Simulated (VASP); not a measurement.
# SiO2 (Fddd) in VASP: notebook

SiO2 is run at these levels: r2SCAN; tasks: single point.

Everything below comes from runs of VASP 6.6.1. Logs are shortened: lines on timing, memory, paths and dates and some standing lists are left out, and cuts for length are marked.

### Step 1. The cell of the first run

Symmetry: Fddd, No. 70, orthorhombic system. The conventional cell has a = 4.528 Å, b = 9.035 Å, c = 14.446 Å, α = 90.00°, β = 90.00°, γ = 90.00°. Si (site symmetry 2) has 4 O at 1.56 to 1.60 Å within 2.1 Å. O (site symmetry -1) has 2 Si at 1.56 Å within 2.1 Å. Within 2.1 Å of O (site symmetry 2) lie 2 Si at 1.60 Å.

### Step 2. Single point, r2SCAN

Contents of POSCAR:

```
SiO2
1.0
    0.0000000000      4.5174766358      7.2228670426
    2.2641121709      0.0000000000      7.2228670426
    2.2641121709      4.5174766358      0.0000000000
Si O
4 8
Direct
    0.5614280264      0.5614280264      0.9385719736
    0.3114280264      0.3114280264      0.6885719736
    0.6885719736      0.6885719736      0.3114280264
    0.9385719736      0.9385719736      0.5614280264
    0.6250000000      0.1250000000      0.6250000000
    0.6250000000      0.6250000000      0.1250000000
    0.6250000000      0.6250000000      0.6250000000
    0.1250000000      0.6250000000      0.6250000000
    0.1734830621      0.8265169379      0.1734830621
    0.8265169379      0.1734830621      0.8265169379
    0.4234830621      0.0765169379      0.4234830621
    0.0765169379      0.4234830621      0.0765169379
```

Contents of INCAR.step1:

```
SYSTEM = SiO2
PREC = Accurate
ENCUT = 520
ISMEAR = 0
SIGMA = 0.02
LREAL = .FALSE.
LASPH = .TRUE.
NELM = 100
NBANDS = 44
GGA = PE
ALGO = Normal
EDIFF = 1E-4
LWAVE = .TRUE.
LCHARG = .FALSE.
```

Contents of INCAR.step2:

```
SYSTEM = SiO2
PREC = Accurate
ENCUT = 520
EDIFF = 1E-7
ISMEAR = 0
SIGMA = 0.02
LREAL = .FALSE.
LASPH = .TRUE.
NELM = 100
ALGO = Normal
ISIF = 2
LWAVE = .FALSE.
LCHARG = .FALSE.
METAGGA = R2SCAN
LMIXTAU = .TRUE.
NBANDS = 44
ISTART = 1
```

Contents of KPOINTS:

```
Automatic mesh
0
G
  6 6 6
  0 0 0
```

Potentials or basis: VASP PAW PBE potentials, release 64 (Si, O).

Run with:

```sh
cat potpaw_PBE.64/Si/POTCAR potpaw_PBE.64/O/POTCAR > POTCAR
cp INCAR.step1 INCAR
mpirun -np 1 vasp_std > vasp.out
cp INCAR.step2 INCAR
mpirun -np 1 vasp_std > vasp.out
```

OUTCAR:

```text
SYSTEM = SiO2
   PREC = Accurate
   ENCUT = 520
   EDIFF = 1E-7
   ISMEAR = 0
   LREAL = .FALSE.
   LASPH = .TRUE.
   NELM = 100
   ISIF = 2
   METAGGA = R2SCAN
   ISTART = 1

 ion  position               nearest neighbor table
   1  0.561  0.561  0.939-   6 1.56   7 1.56   9 1.60  10 1.60   4 2.88   4 2.88   3 3.12   3 3.12

   2  0.311  0.311  0.689-   5 1.56   8 1.56  11 1.60  12 1.60   3 2.88   3 2.88   4 3.12   4 3.12

   3  0.689  0.689  0.311-   6 1.56   7 1.56  11 1.60  12 1.60   2 2.88   2 2.88   1 3.12   1 3.12

   4  0.939  0.939  0.561-   5 1.56   8 1.56   9 1.60  10 1.60   1 2.88   1 2.88   2 3.12   2 3.12

   5  0.625  0.125  0.625-   2 1.56   4 1.56
   6  0.625  0.625  0.125-   1 1.56   3 1.56
   7  0.625  0.625  0.625-   1 1.56   3 1.56
   8  0.125  0.625  0.625-   2 1.56   4 1.56
   9  0.173  0.827  0.173-   1 1.60   4 1.60
  10  0.827  0.173  0.827-   1 1.60   4 1.60
  11  0.423  0.077  0.423-   2 1.60   3 1.60
  12  0.077  0.423  0.077-   2 1.60   3 1.60

  LATTYP: Found a face centered orthorhombic cell.
 ALAT       =     4.5282243418
 B/A-ratio  =     1.9952530152
 C/A-ratio  =     3.1901542403

  Lattice vectors:

 A1 = (   0.0000000000,   4.5174766358,   7.2228670426)
 A2 = (   2.2641121709,   0.0000000000,   7.2228670426)
 A3 = (   2.2641121709,   4.5174766358,   0.0000000000)

Analysis of symmetry for initial positions (statically):
=====================================================================
 Subroutine PRICEL returns:
 Original cell was already a primitive cell.

 Routine SETGRP: Setting up the symmetry group for a
 face centered orthorhombic supercell.

 Subroutine GETGRP returns: Found  8 space group operations
 (whereof  4 operations were pure point group operations)
 out of a pool of  8 trial point group operations.

The static configuration has the point symmetry D_2 .
 The point group associated with its full space group is D_2h.

Analysis of symmetry for dynamics (positions and initial velocities):
=====================================================================
 Subroutine PRICEL returns:
 Original cell was already a primitive cell.

 Routine SETGRP: Setting up the symmetry group for a
 face centered orthorhombic supercell.

 Subroutine GETGRP returns: Found  8 space group operations
 (whereof  4 operations were pure point group operations)
 out of a pool of  8 trial point group operations.

The dynamic configuration has the point symmetry D_2 .
 The point group associated with its full space group is D_2h.

 Subroutine INISYM returns: Found  8 space group operations
 (whereof  4 operations are pure point group operations),
 and found     1 'primitive' translations

----------------------------------------------------------------------------------------

                                     Primitive cell

  volume of cell :     147.7520

  direct lattice vectors                    reciprocal lattice vectors
     0.000000000  4.517476636  7.222867043    -0.220837115  0.110681259  0.069224589
     2.264112171  0.000000000  7.222867043     0.220837115 -0.110681259  0.069224589
     2.264112171  4.517476636  0.000000000     0.220837115  0.110681259 -0.069224589

  length of vectors
     8.519237259  7.569412939  5.053097968     0.256537358  0.256537358  0.256537358

  position of ions in fractional coordinates (direct lattice)
     0.561428026  0.561428026  0.938571974
     0.311428026  0.311428026  0.688571974
     0.688571974  0.688571974  0.311428026
     0.938571974  0.938571974  0.561428026
     0.625000000  0.125000000  0.625000000
     0.625000000  0.625000000  0.125000000
     0.625000000  0.625000000  0.625000000
     0.125000000  0.625000000  0.625000000
     0.173483062  0.826516938  0.173483062
     0.826516938  0.173483062  0.826516938
     0.423483062  0.076516938  0.423483062
     0.076516938  0.423483062  0.076516938

  ion indices of the primitive-cell ions
   primitive index   ion index
                 1           1
                 2           2
                 3           3
                 4           4
                 5           5
                 6           6
                 7           7
                 8           8
                 9           9
                10          10
                11          11
                12          12

----------------------------------------------------------------------------------------

 KPOINTS: Automatic mesh

Automatic generation of k-mesh.
 Grid dimensions read from file:
 generate k-points for:    6    6    6

 Generating k-lattice:

  Cartesian coordinates                     Fractional coordinates (reciprocal lattice)
    -0.036806186  0.018446876  0.011537431     0.166666667 -0.000000000  0.000000000
     0.036806186 -0.018446876  0.011537431    -0.000000000  0.166666667  0.000000000
     0.036806186  0.018446876 -0.011537431     0.000000000  0.000000000  0.166666667

  Length of vectors
     0.042756226  0.042756226  0.042756226

  Shift w.r.t. Gamma in fractional coordinates (k-lattice)
     0.000000000  0.000000000  0.000000000

 Subroutine IBZKPT returns following result:
 ===========================================

 Found     46 irreducible k-points:

 Following reciprocal coordinates:
            Coordinates               Weight
  0.000000  0.000000  0.000000      1.000000
  0.166667 -0.000000 -0.000000      8.000000
  0.333333  0.000000  0.000000      8.000000
  0.500000  0.000000  0.000000      4.000000
  0.166667  0.166667  0.000000      2.000000
  0.333333  0.166667 -0.000000      8.000000
[... 16 lines left out ...]
 -0.166667  0.166667  0.166667      8.000000
  0.500000  0.333333  0.166667      4.000000
 [... further k-points ...]
   k-points           NKPTS =     46   k-points in BZ     NKDIM =     46   number of bands    NBANDS=     44
   number of dos      NEDOS =    301   number of ions     NIONS =     12
   total plane-waves  NPLWV = 143360
   dimension x,y,z NGX =    64 NGY =   56 NGZ =   40
   dimension x,y,z NGXF=   128 NGYF=  112 NGZF=   80
   ions per type =               4   8
   NGX,Y,Z   is equivalent  to a cutoff of  12.49, 12.30, 13.16 a.u.
   NGXF,Y,Z  is equivalent  to a cutoff of  24.98, 24.60, 26.32 a.u.
 SYSTEM =  SiO2
   PREC   = accura    normal or accurate (medium, high low for compatibility)
   ISTART =      1    job   : 0-new  1-cont  2-samecut
   ICHARG =      0    charge: 1-file 2-atom 10-const
   ISPIN  =      1    spin polarized calculation?
   LNONCOLLINEAR =      F non collinear calculations
   LSORBIT =      F    spin-orbit coupling
   LASPH  =      T    aspherical Exc in radial PAW
   ENCUT  =  520.0 eV  38.22 Ry    6.18 a.u.  15.84 14.07  9.40*2*pi/ulx,y,z
   NELM   =    100;   NELMIN=  2; NELMDL=  0     # of ELM steps
   EDIFF  = 0.1E-06   stopping-criterion for ELM
   LREAL  =      F    real-space projection
   EDIFFG = 0.1E-05   stopping-criterion for IOM
   NSW    =      0    number of steps for IOM
   IBRION =     -1    ionic relax: 0-MD 1-quasi-New 2-CG
   NFREE  =      0    steps in history (QN), initial steepest desc. (CG)
   ISIF   =      2    stress and relaxation
   ISYM   =      2    0-nonsym 1-usesym 2-fastsym
   POTIM  = 0.5000    time-step for ionic-motion
   TEBEG  =    0.0;   TEEND  =   0.0 temperature during run
   PSTRESS=    0.0 pullay stress
   NELECT =      64.0000    total number of electrons
   NUPDOWN=      -1.0000    fix difference up-down
   EMIN   =  10.00;   EMAX   =-10.00  energy-range for DOS
   EFERMI =   0.00;   METHOD = LEGACY
   ISMEAR =     0;   SIGMA  =   0.02  broadening in eV -4-tet -1-fermi 0-gaus
   EFERMI_NEDOS =   21; number of points for ismear=-14 and -15
   IALGO  =     38    algorithm
   IMIX   =      4    mixing-type and parameters
     AMIX     =   0.40;   BMIX     =  1.00
     AMIX_MAG =   1.60;   BMIX_MAG =  1.00
  volume/ion in A,a.u.               =      12.31        83.09
  Fermi-wavevector in a.u.,A,eV,Ry     =   1.238674  2.340754 20.875597  1.534313
  Thomas-Fermi vector in A             =   2.373189
   LORBIT       =      0    0 simple, 1 ext, 2 COOP (PROOUT), +10 PAW based schemes
   METAGGA = R2SCAN    functional components
   LHFCALC =     F    Hartree Fock is set to
   AEXX    =    0.0000 exact exchange contribution
   IVDW    =     0    specifies the selected vdW correction
   LEPSILON=     F    determine dielectric tensor
   LRPA    =     F    only Hartree local field effects (RPA)
 non-spin polarized calculation
 Gauss-broadening in eV      SIGMA  =   0.02
  energy-cutoff  :      520.00
  volume of cell :      147.75
 maximum number of plane-waves:      4018
   NGX = 31   NGY = 29   NGZ = 19

 number of electron      64.0000002 magnetization

 Free energy of the ion-electron system (eV)
  ---------------------------------------------------
  ext. energy  EPLUGINS =         0.00000000
  ---------------------------------------------------
  free energy    TOTEN  =      -118.32336247 eV

  energy without entropy =     -118.32336247  energy(sigma->0) =     -118.32336247

 E-fermi :   0.9589     XC(G=0):  -9.7310

 val. band max:        0.8186159335   @ k =   0.0000   0.0000   0.0000
 cond. band min:       7.4707015926   @ k =   0.0000   0.0000   0.0000
 fundamental gap:      6.6520856591
 Fermi energy:         0.9588683351

 k-point     1 :       0.0000    0.0000    0.0000
  band No.  band energies     occupation
      1     -20.0055      2.00000
      2     -18.9993      2.00000
      3     -18.9656      2.00000
      4     -17.7902      2.00000
      5     -17.7017      2.00000
      6     -17.6900      2.00000
[... 36 lines left out ...]
     43      14.4280      0.00000
     44      14.8058      0.00000

 k-point     2 :       0.1667   -0.0000   -0.0000
  band No.  band energies     occupation
      1     -19.9017      2.00000
      2     -19.1080      2.00000
      3     -18.8276      2.00000
      4     -17.8313      2.00000
      5     -17.7769      2.00000
      6     -17.7193      2.00000
[... 1026 lines left out ...]
 k-point    24 :       0.5000    0.3333    0.1667
  band No.  band energies     occupation
      1     -19.8184      2.00000
      2     -19.4799      2.00000
      3     -18.4233      2.00000
      4     -17.9760      2.00000
      5     -17.7810      2.00000
      6     -17.7296      2.00000
[... 36 lines left out ...]
     43      14.8160      0.00000
     44      14.8354      0.00000

 [... further k-points ...]
[... 5 lines left out ...]
  --------------------------------------------------------------------------------------
  -------------------------------------------------------------------------------------
  Total       14.2223868     13.9029961     14.1433212      0.0000000      0.0000000      0.0000000
  in kB      154.2231596    150.7597857    153.3657976      0.0000000      0.0000000      0.0000000
  external PRESSURE =     152.7829143 kB  Pullay stress =       0.0000000 kB

 VOLUME and BASIS-vectors are now :
 -----------------------------------------------------------------------------
  energy-cutoff  :      520.00
  volume of cell :      147.75
      direct lattice vectors                 reciprocal lattice vectors
     0.000000000  4.517476636  7.222867043    -0.220837115  0.110681259  0.069224589
     2.264112171  0.000000000  7.222867043     0.220837115 -0.110681259  0.069224589
     2.264112171  4.517476636  0.000000000     0.220837115  0.110681259 -0.069224589

 POSITION                                       TOTAL-FORCE (eV/Angst)
 -----------------------------------------------------------------------------------
      3.39617      6.77621      8.11024         0.000000     -0.000000      0.069782
      2.26411      4.51748      4.49881        -0.000000     -0.000000      0.069782
      2.26411      4.51748      9.94693        -0.000000     -0.000000     -0.069782
      3.39617      6.77621     13.55836         0.000000     -0.000000     -0.069782
      1.69808      5.64685      5.41715        -0.000000     -0.000000      0.000000
      1.69808      3.38811      9.02858        -0.000000     -0.000000     -0.000000
      2.83014      5.64685      9.02858         0.000000     -0.000000     -0.000000
      2.83014      3.38811      5.41715         0.000000     -0.000000      0.000000
      2.26411      1.56741      7.22287        -0.000000     -0.009511      0.000000
      2.26411      7.46754      7.22287        -0.000000      0.009511      0.000000
      1.13206      3.82615      3.61143        -0.000000     -0.009511     -0.000000
      1.13206      0.69133      3.61143        -0.000000      0.009511     -0.000000
 -----------------------------------------------------------------------------------
    total drift:                                0.000000      0.000000      0.000000

  FREE ENERGIE OF THE ION-ELECTRON SYSTEM (eV)
  ---------------------------------------------------
  free  energy   TOTEN  =      -118.3233624714 eV

  energy  without entropy=     -118.3233624714  energy(sigma->0) =     -118.32336247
```

It took 15 min on 1 thread of Intel Xeon 6975P-C (Granite Rapids), shared host; peak memory 0.5 GiB.

What came out:

```yaml
Free_energy: -118.3234 eV
Pressure: 15.3 GPa
Largest_force: 0.070 eV/Å
Band_gap_on_the_k_mesh: 6.65 eV
```

Forces in eV/Å, atoms in the order of the input:
```
Si   0.000  0.000  0.070
Si   0.000  0.000  0.070
Si   0.000  0.000 -0.070
Si   0.000  0.000 -0.070
O    0.000  0.000  0.000
O    0.000  0.000  0.000
O    0.000  0.000  0.000
O    0.000  0.000  0.000
O    0.000 -0.010  0.000
O    0.000  0.010  0.000
O    0.000 -0.010  0.000
O    0.000  0.010  0.000
```

Levels at points of the mesh, in eV from the valence-band top:
| k point | band 30 | band 31 | band 32 | band 33 | band 34 | band 35 |
| --- | --- | --- | --- | --- | --- | --- |
| (0.00, 0.00, 0.00) | -0.48 | -0.13 | 0.00 | 6.65 | 9.24 | 9.59 |
| (0.50, 0.00, 0.00) | -0.63 | -0.38 | -0.26 | 9.26 | 9.91 | 10.70 |
| (0.50, 0.50, 0.00) | -0.79 | -0.13 | -0.13 | 7.88 | 7.88 | 9.87 |
| (0.50, 0.00, 0.50) | -1.13 | -0.43 | -0.43 | 8.81 | 8.81 | 10.44 |
| (0.00, 0.50, 0.50) | -1.08 | -0.27 | -0.27 | 9.36 | 9.36 | 9.90 |

Caveat: the cell stands under pressure; the PAW data sets were made with another functional, which shifts forces and pressure a little. A k mesh can miss the band edges.

### Step 3. Single point, r2SCAN

POSCAR is that of step 2.

Contents of INCAR.step1:

```
ALGO = Normal ; EDIFF = 1E-4
ENCUT = 520 ; GGA = PE
ISMEAR = 0 ; LASPH = True
LCHARG = False ; LREAL = False
LWAVE = True ; NBANDS = 44
NELM = 100 ; PREC = Accurate
SIGMA = 0.02
```

Contents of INCAR.step2:

```
ALGO = Normal ; EDIFF = 1E-7
ENCUT = 520 ; ISIF = 2
ISMEAR = 0 ; ISTART = 1
LASPH = True ; LCHARG = True
LELF = True ; LMIXTAU = True
LREAL = False ; LVHAR = True
LWAVE = False ; METAGGA = R2SCAN
NBANDS = 44 ; NELM = 100
PREC = Accurate ; SIGMA = 0.02
```

Contents of KPOINTS:

```
k-points
0
Gamma
  6 6 6
```

Potentials or basis: VASP PAW PBE potentials, release 64 (Si, O).

Run with:

```sh
cat potpaw_PBE.64/Si/POTCAR potpaw_PBE.64/O/POTCAR > POTCAR
cp INCAR.step1 INCAR
mpirun -np 1 vasp_std > vasp.out
cp INCAR.step2 INCAR
mpirun -np 1 vasp_std > vasp.out
```

Run time: 14 min. Hardware: 1 thread of Intel Xeon 6975P-C (Granite Rapids), shared host; peak memory 0.51 GiB.

It converged, with:

- Free energy: -118.3234 eV
- Pressure: 15.3 GPa
- Largest force: 0.070 eV/Å
- Band gap on the k mesh: 6.65 eV

Forces on the atoms (eV/Å):
```
Si   0.000  0.000  0.070
Si   0.000  0.000  0.070
Si   0.000  0.000 -0.070
Si   0.000  0.000 -0.070
O    0.000  0.000  0.000
O    0.000  0.000  0.000
O    0.000  0.000  0.000
O    0.000  0.000  0.000
O    0.000 -0.010  0.000
O    0.000  0.010  0.000
O    0.000 -0.010  0.000
O    0.000  0.010  0.000
```

Stress tensor (GPa, compression positive):
```
15.42  0.00  0.00
 0.00 15.08  0.00
 0.00  0.00 15.34
```

Levels at points of the mesh, in eV from the valence-band top:
```tsv
k point	band 29	band 30	band 31	band 32	band 33	band 34	band 35	band 36
(0.00, 0.00, 0.00)	-0.59	-0.48	-0.13	0.00	6.65	9.24	9.59	9.72
(0.50, 0.00, 0.00)	-0.72	-0.63	-0.38	-0.26	9.26	9.91	10.70	10.90
(0.50, 0.50, 0.00)	-0.79	-0.79	-0.13	-0.13	7.88	7.88	9.87	9.87
(0.50, 0.00, 0.50)	-1.13	-1.13	-0.43	-0.43	8.81	8.81	10.44	10.44
(0.00, 0.50, 0.50)	-1.08	-1.08	-0.27	-0.27	9.36	9.36	9.90	9.90
```

Caveat: the cell stands under pressure; the PAW data sets were made with another functional, which shifts forces and pressure a little. A k mesh can miss the band edges.

(Part 1 of 2 ends here.)
